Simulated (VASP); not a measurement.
A run of VASP 6.6.1 is set up as follows.

File INCAR:

```
ALGO = Normal ; EDIFF = 1E-7
ENCUT = 520 ; GGA = PE
ISIF = 2 ; ISMEAR = -1
LASPH = T ; LCHARG = T
LELF = T ; LREAL = Auto
LUSENCCL = F ; LVHAR = T
LWAVE = F ; NBANDS = 329
NELM = 60 ; PREC = Accurate
SIGMA = 0.01
```

KPOINTS

```
k-points
0
Gamma
  1 1 1
```

Contents of POSCAR:

```
Mg64O65
1.0
    0.0000000000      8.5087624600      8.5087624600
    8.5087624600      0.0000000000      8.5087624600
    8.5087624600      8.5087624600      0.0000000000
Mg O
64 65
Direct
    0.0006535616      0.0010278816     -0.0001895693
    0.0008157473      0.0029775188      0.2474404486
    0.0005000727      0.0004293221      0.4995279889
    0.0002426910      0.0024546460      0.7506855468
    0.0012467736      0.2496967697      0.0015685595
    0.0002807106      0.2504289560      0.2508701483
[... 121 lines left out ...]
    0.8723494791      0.8784956138      0.8782626775
    0.1073177215      0.6072767955      0.6975601949
```

Potentials or basis: VASP PAW PBE potentials, release 64 (Mg, O).

Launch:

```bash
$ cat potpaw_PBE.64/Mg/POTCAR potpaw_PBE.64/O/POTCAR > POTCAR
$ mpirun -np 1 vasp_gam > vasp.out
```

Question: Estimate the pressure.

Answer: 1.0 GPa.

Question: Estimate the band gap on the k mesh.

Answer: 4.12 eV.

Question: Estimate the largest force.

Answer: 0.360 eV/Å.

Stress tensor (GPa, compression positive):
```
 1.13  0.33 -0.44
 0.33  1.13 -0.44
-0.44 -0.44  0.67
```

Caveat: the k points lie up to 0.64 Å⁻¹ apart.
